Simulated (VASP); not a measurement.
Set up this calculation in VASP 6.6.1, as the native input.

* Task: single point
* Functional: PBE
* Potentials or basis: VASP PAW PBE potentials, release 64 (Mn_pv, As)
* Cutoff: 520 eV
* k mesh: 12 × 12 × 8
* Occupations: gaussian, width 0.05 eV
* Spin: collinear spin, ferromagnetic start
* Starting moments: [3.14, 3.14, 0.0, 0.0] μB
* Dipole correction: no
* Further INCAR settings: ALGO = Normal; EDIFF = 1e-07; NBANDS = 30

The structure of MnAs lies in POSCAR:

```
MnAs
1.0
    3.6835560349      0.0000000000      0.0000000000
   -1.8417780175      3.1900531025      0.0000000000
    0.0000000000      0.0000000000      5.5277771910
Mn As
2 2
Direct
    0.0000000000      0.0000000000      0.0000000000
    0.0000000000      0.0000000000      0.5000000000
    0.3333333333      0.6666666667      0.2500000000
    0.6666666667      0.3333333333      0.7500000000
```

One way to write it, as run:

INCAR

```
  PREC = Accurate
  ENCUT = 520
  EDIFF = 1E-7
  ISMEAR = 0
  SIGMA = 0.05
  LREAL = F
  LASPH = T
  NELM = 150
  ALGO = Normal
  ISIF = 2
  LWAVE = F
  LCHARG = F
  ISPIN = 2
  MAGMOM = 3.14 3.14 0 0
  LORBIT = 11
  LMAXMIX = 4
  GGA = PE
  NBANDS = 30
```

KPOINTS

```
Automatic mesh
0
Gamma
  12 12 8
```

Potentials or basis: VASP PAW PBE potentials, release 64 (Mn_pv, As).

The run is started by

```sh
$ cat potpaw_PBE.64/Mn_pv/POTCAR potpaw_PBE.64/As/POTCAR > POTCAR
$ mpirun -np 1 vasp_std > vasp.out
```

It gave:

The pressure is -1.2 GPa and the net moment is 5.84 μB per cell. The site moments are Mn +2.99; As -0.12 μB and the valence electrons inside the program's atomic spheres are Mn 11.64; As 2.80.

Caveat: the run started ferromagnetic, and an antiferromagnetic order may lie lower in energy.

It took 3.2 min on 1 thread of Intel(R) Xeon(R) 6975P-C (Granite Rapids) (shared host), peak memory 0.4 GiB.
